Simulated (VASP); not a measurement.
Au: single point with BLYP

Au:

```xyz
1
Lattice="2.8159 0.0000 0.0000 0.0000 2.8159 0.0000 0.0000 0.0000 2.8159" Properties=species:S:1:pos:R:3 pbc="T T T"
Au    0.0000    0.0000    0.0000
```

```json
{"Program": "VASP 6.6.1", "Task": "single point", "Functional": "BLYP", "Potentials or basis": "VASP PAW PBE potentials, release 64 (Au)", "Cutoff": "520 eV", "k mesh": "18 × 18 × 18", "Occupations": "fermi-dirac, width 0.1 eV", "Spin": "no spin polarisation"}
```

| Property | Result |
| --- | --- |
| Pressure | 0.4 GPa |

Levels at points of the mesh, in eV from the Fermi level:
```csv
k point,band 2,band 3,band 4,band 5,band 6,band 7,band 8,band 9
"(0.00, 0.00, 0.00)",-5.20,-5.20,-1.51,-1.51,-1.51,13.38,13.38,13.38
"(0.50, 0.00, 0.00)",-4.86,-2.76,-2.76,-1.39,0.02,1.68,16.36,18.08
"(0.50, 0.50, 0.00)",-4.57,-2.54,-2.54,-0.49,3.90,3.90,5.61,11.45
"(0.50, 0.50, 0.50)",-4.52,-4.52,-0.41,-0.41,8.03,8.03,8.03,10.66
```

Run time: 29 s on 1 thread of Intel Xeon 6975P-C, with other jobs on the host, peak memory 0.18 GiB.

Caveat: the PAW data sets were made with another functional, which shifts forces and pressure a little; spin-orbit coupling is left out, which moves the levels of the heavy elements.
